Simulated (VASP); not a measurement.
# Ta3N (P-3m1) in VASP: a series of runs, part 2 of 3

VASP 6.6.1. The steps go on from the part before.

## (3) Single point, PBEsol (strain +0.040 along x and y, +0.040 along z)

File INCAR:

```
  ALGO = Normal
  EDIFF = 1E-6
  ENCUT = 520
  GGA = PS
  ISIF = 2
  ISMEAR = 0
  LASPH = T
  LCHARG = F
  LREAL = F
  LWAVE = F
  NBANDS = 27
  NELM = 80
  PREC = Accurate
  SIGMA = 0.15
```

File KPOINTS:

```
k-points
0
Gamma
  18 18 8
```

File POSCAR:

```
Ta3N
1.0
    3.1205247677      0.0000000000      0.0000000000
   -1.5602623839      2.7024537220      0.0000000000
    0.0000000000      0.0000000000      7.7479221219
Ta N
3 1
Direct
    0.0000000000      0.0000000000      0.5000000000
    0.3333333333      0.6666666667      0.1725859884
    0.6666666667      0.3333333333      0.8274140116
    0.0000000000      0.0000000000      0.0000000000
```

Potentials or basis: VASP PAW PBE potentials, release 64 (Ta_pv, N).

Run with:

```console
> cat potpaw_PBE.64/Ta_pv/POTCAR potpaw_PBE.64/N/POTCAR > POTCAR
> mpirun -np 1 vasp_std > vasp.out
```

OUTCAR:

```text
EDIFF = 1E-6
   ENCUT = 520
   GGA = PS
   ISIF = 2
   ISMEAR = 0
   LASPH = T
   LREAL = F
   NELM = 80
   PREC = Accurate

 ion  position               nearest neighbor table
   1  0.000  0.000  0.500-   2 3.11   3 3.11   3 3.11   2 3.11   3 3.11   2 3.11
   2  0.333  0.667  0.173-   4 2.24   4 2.24   4 2.24   1 3.11   1 3.11   1 3.11   3 3.22   3 3.22
                             3 3.22
   3  0.667  0.333  0.827-   4 2.24   4 2.24   4 2.24   1 3.11   1 3.11   1 3.11   2 3.22   2 3.22
                             2 3.22
   4  0.000  0.000  0.000-   2 2.24   3 2.24   3 2.24   2 2.24   3 2.24   2 2.24

  LATTYP: Found a hexagonal cell.
 ALAT       =     3.1205247677
 C/A-ratio  =     2.4828907631

  Lattice vectors:

 A1 = (   3.1205247677,   0.0000000000,   0.0000000000)
 A2 = (  -1.5602623839,   2.7024537220,   0.0000000000)
 A3 = (   0.0000000000,   0.0000000000,   7.7479221219)

Analysis of symmetry for initial positions (statically):
=====================================================================
 Subroutine PRICEL returns:
 Original cell was already a primitive cell.

 Routine SETGRP: Setting up the symmetry group for a
 hexagonal supercell.

 Subroutine GETGRP returns: Found 12 space group operations
 (whereof 12 operations were pure point group operations)
 out of a pool of 24 trial point group operations.

The static configuration has the point symmetry D_3d.

Analysis of symmetry for dynamics (positions and initial velocities):
=====================================================================
 Subroutine PRICEL returns:
 Original cell was already a primitive cell.

 Routine SETGRP: Setting up the symmetry group for a
 hexagonal supercell.

 Subroutine GETGRP returns: Found 12 space group operations
[... 122 lines left out ...]
   ISMEAR =     0;   SIGMA  =   0.15  broadening in eV -4-tet -1-fermi 0-gaus
   EFERMI_NEDOS =   21; number of points for ismear=-14 and -15
   IALGO  =     38    algorithm
   IMIX   =      4    mixing-type and parameters
     AMIX     =   0.40;   BMIX     =  1.00
     AMIX_MAG =   1.60;   BMIX_MAG =  1.00
  volume/ion in A,a.u.               =      16.33       110.23
  Fermi-wavevector in a.u.,A,eV,Ry     =   1.366508  2.582326 25.406775  1.867345
  Thomas-Fermi vector in A             =   2.492643
   LORBIT       =      0    0 simple, 1 ext, 2 COOP (PROOUT), +10 PAW based schemes
   GGA     = PS    functional components
   LHFCALC =     F    Hartree Fock is set to
   AEXX    =    0.0000 exact exchange contribution
   IVDW    =     0    specifies the selected vdW correction
   LEPSILON=     F    determine dielectric tensor
   LRPA    =     F    only Hartree local field effects (RPA)
 non-spin polarized calculation
 Gauss-broadening in eV      SIGMA  =   0.15
  energy-cutoff  :      520.00
  volume of cell :       65.34
 maximum number of plane-waves:      1776
   NGX = 11   NGY = 11   NGZ = 29

 number of electron      37.9999995 magnetization

 Free energy of the ion-electron system (eV)
  ---------------------------------------------------
  ext. energy  EPLUGINS =         0.00000000
  ---------------------------------------------------
  free energy    TOTEN  =       -47.83877293 eV

  energy without entropy =      -47.79879509  energy(sigma->0) =      -47.81878401

 E-fermi :   5.7130     XC(G=0): -12.3649

 val. band max:        5.7129767740   @ k =   0.3333  -0.0000   0.1250
 cond. band min:       5.7138851805   @ k =   0.0000   0.1111   0.2500
 fundamental gap:      0.0009084065
 Fermi energy:         5.7130424685

 k-point     1 :       0.0000    0.0000    0.0000
  band No.  band energies     occupation
      1     -29.4821      2.00000
      2     -29.2479      2.00000
      3     -29.0423      2.00000
      4     -29.0423      2.00000
      5     -29.0177      2.00000
      6     -29.0177      2.00000
[... 709 lines left out ...]
     26       9.9463      0.00000
     27      10.3587      0.00000

 [... further k-points ...]

------------------------ aborting loop because EDIFF is reached ----------------------------------------

  FORCE on cell =-STRESS in cart. coord.  units (eV):
  Direction    XX          YY          ZZ          XY          YZ          ZX
  --------------------------------------------------------------------------------------
  -------------------------------------------------------------------------------------
  Total       -9.8761865     -9.8761865     -9.9202965      0.0000000     -0.0000000      0.0000000
  in kB     -242.1746714   -242.1746714   -243.2562964      0.0000000     -0.0000000      0.0000000
  external PRESSURE =    -242.5352130 kB  Pullay stress =       0.0000000 kB

 VOLUME and BASIS-vectors are now :
 -----------------------------------------------------------------------------
  energy-cutoff  :      520.00
  volume of cell :       65.34
      direct lattice vectors                 reciprocal lattice vectors
     3.120524768  0.000000000  0.000000000     0.320458921  0.185017044  0.000000000
    -1.560262384  2.702453722  0.000000000     0.000000000  0.370034089  0.000000000
     0.000000000  0.000000000  7.747922122     0.000000000  0.000000000  0.129066863

 POSITION                                       TOTAL-FORCE (eV/Angst)
 -----------------------------------------------------------------------------------
      0.00000      0.00000      3.87396        -0.000000      0.000000      0.000000
     -0.00000      1.80164      1.33718         0.000000     -0.000000     -0.660381
      1.56026      0.90082      6.41074        -0.000000      0.000000      0.660381
      0.00000      0.00000      0.00000        -0.000000      0.000000      0.000000
 -----------------------------------------------------------------------------------
    total drift:                                0.000000     -0.000000     -0.000000

  FREE ENERGIE OF THE ION-ELECTRON SYSTEM (eV)
  ---------------------------------------------------
  free  energy   TOTEN  =       -47.8387729283 eV

  energy  without entropy=      -47.7987950925  energy(sigma->0) =      -47.81878401
```

OSZICAR:

```text
N       E                     dE             d eps       ncg     rms          rms(c)
DAV:   1     0.327985370046E+03    0.32799E+03   -0.21087E+04 14364   0.145E+03
DAV:   2    -0.360033730518E+02   -0.36399E+03   -0.35613E+03 16197   0.417E+02
DAV:   3    -0.516394827117E+02   -0.15636E+02   -0.15271E+02 18516   0.785E+01
DAV:   4    -0.519198655162E+02   -0.28038E+00   -0.27874E+00 18250   0.101E+01
DAV:   5    -0.519239086292E+02   -0.40431E-02   -0.40363E-02 18895   0.109E+00    0.250E+01
DAV:   6    -0.484124760727E+02    0.35114E+01   -0.16023E+01 18733   0.225E+01    0.114E+01
DAV:   7    -0.479274495234E+02    0.48503E+00   -0.22056E+00 18066   0.849E+00    0.514E+00
DAV:   8    -0.478763993201E+02    0.51050E-01   -0.77734E-01 19626   0.453E+00    0.116E+00
DAV:   9    -0.478436908005E+02    0.32709E-01   -0.35895E-01 18612   0.334E+00    0.589E-01
DAV:  10    -0.478393660554E+02    0.43247E-02   -0.37132E-02 19280   0.914E-01    0.234E-01
DAV:  11    -0.478388055417E+02    0.56051E-03   -0.39397E-03 19688   0.367E-01    0.615E-02
DAV:  12    -0.478387737491E+02    0.31793E-04   -0.32208E-04 18766   0.109E-01    0.263E-02
DAV:  13    -0.478387736118E+02    0.13730E-06   -0.21995E-05 17315   0.260E-02    0.821E-03
DAV:  14    -0.478387729283E+02    0.68343E-06   -0.12261E-06 10502   0.798E-03
   1 F= -.47838773E+02 E0= -.47818784E+02  d E =-.399778E-01
```

stdout:

```text
POSCAR found type information on POSCAR TaN
 POSCAR found :  2 types and       4 ions
 scaLAPACK will be used
 -----------------------------------------------------------------------------
|                                                                             |
|                                                                             |
|     You enforced a specific xc type in the INCAR file but a different       |
|     I HOPE YOU KNOW WHAT YOU ARE DOING!                                     |
|                                                                             |
 -----------------------------------------------------------------------------

 LDA part: xc-table for (Slater+PW92), standard interpolation
 POSCAR, INCAR and KPOINTS ok, starting setup
 FFT: planning ... GRIDC
 FFT: planning ... GRID_SOFT
 FFT: planning ... GRID
 WAVECAR not read
 entering main loop
```

It took 2.8 min on 1 thread of Intel Xeon 6975P-C (Granite Rapids), shared host; peak memory 0.47 GiB.

What came out:

| Property | Result |
| --- | --- |
| Free energy | -47.8388 eV |
| Pressure | -24.3 GPa |
| Largest force | 0.660 eV/Å |
| Band gap on the k mesh | zero (band 19 reaches 6.09 eV, above the bottom of band 20 at 5.47 eV) |

Forces in eV/Å, atoms in the order of the input:
```
Ta   0.000  0.000  0.000
Ta   0.000  0.000 -0.660
Ta   0.000  0.000  0.660
N    0.000  0.000  0.000
```

Levels at points of the mesh, in eV from the Fermi level:
```tsv
k point	band 16	band 17	band 18	band 19	band 20	band 21	band 22	band 23
(0.00, 0.00, 0.00)	-1.44	-0.41	-0.41	-0.28	0.30	0.30	0.92	1.70
(0.50, 0.00, 0.00)	-2.82	-1.16	-0.47	0.20	0.69	0.69	3.10	3.51
(0.00, 0.00, 0.50)	-1.12	-1.05	-0.23	-0.23	0.54	0.54	1.15	1.20
(0.50, 0.00, 0.50)	-2.60	-1.31	-1.09	0.04	0.84	1.17	2.19	3.88
```

Caveat: the cell differs from its parent crystal (strain +0.040 along x and y, +0.040 along z); the PAW data sets were made with another functional, which shifts forces and pressure a little; spin-orbit coupling is left out, which moves the levels of the heavy elements.

[end of part 2 of 3]
